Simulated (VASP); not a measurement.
A run of VASP 6.6.1 is set up as follows.

The input INCAR:

```
SYSTEM = LiAg3Cl3
ALGO = Normal ; EDIFF = 1E-6
ENCUT = 520 ; GGA = PE
ISIF = 2 ; ISMEAR = 0
LASPH = .True. ; LCHARG = .False.
LREAL = .False. ; LWAVE = .False.
NBANDS = 38 ; NELM = 60
PREC = Accurate ; SIGMA = 0.1
```

Contents of KPOINTS:

```
k-points
0
Gamma
  6 12 6
  0 0 0
```

Contents of POSCAR:

```
LiAg3Cl3
1.0
    6.9152400353      0.0000000000     -0.0065139395
    0.0000000000      3.3824820825      0.0000000000
   -3.3640607973      0.0000000000      6.1651890715
Li Ag Cl
1 3 3
Direct
    0.5499127913      0.5000000000      0.2219119942
    0.9885279760      0.5000000000      0.1103995733
    0.6156486660      0.5000000000      0.7030931173
    0.9862706714      0.0000000000      0.7718383243
    0.3180158182      0.5000000000      0.8440598486
    0.8402400088      0.0000000000      0.3245885793
    0.3680840682      0.0000000000      0.3575085632
```

Potentials or basis: VASP PAW PBE potentials, release 64 (Li_sv, Ag, Cl).

Command:

```bash
$ cat potpaw_PBE.64/Li_sv/POTCAR potpaw_PBE.64/Ag/POTCAR potpaw_PBE.64/Cl/POTCAR > POTCAR
$ mpirun -np 1 vasp_std > vasp.out
```

**Question.** Estimate the band gap on the k mesh.

**Answer.** Zero (an odd number of electrons rules out a gap without spin polarisation).

**Question.** What does it give for the largest force?

**Answer.** 0.014 eV/Å.

Forces on the atoms (eV/Å):
```
Li   0.007  0.000  0.005
Ag  -0.008  0.000  0.007
Ag  -0.004  0.000 -0.012
Ag   0.010  0.000  0.010
Cl  -0.011  0.000 -0.008
Cl   0.002  0.000 -0.011
Cl   0.004  0.000  0.009
```

Caveat: an odd number of electrons without spin polarisation forces a metal; a magnetic or distorted state may lie lower.
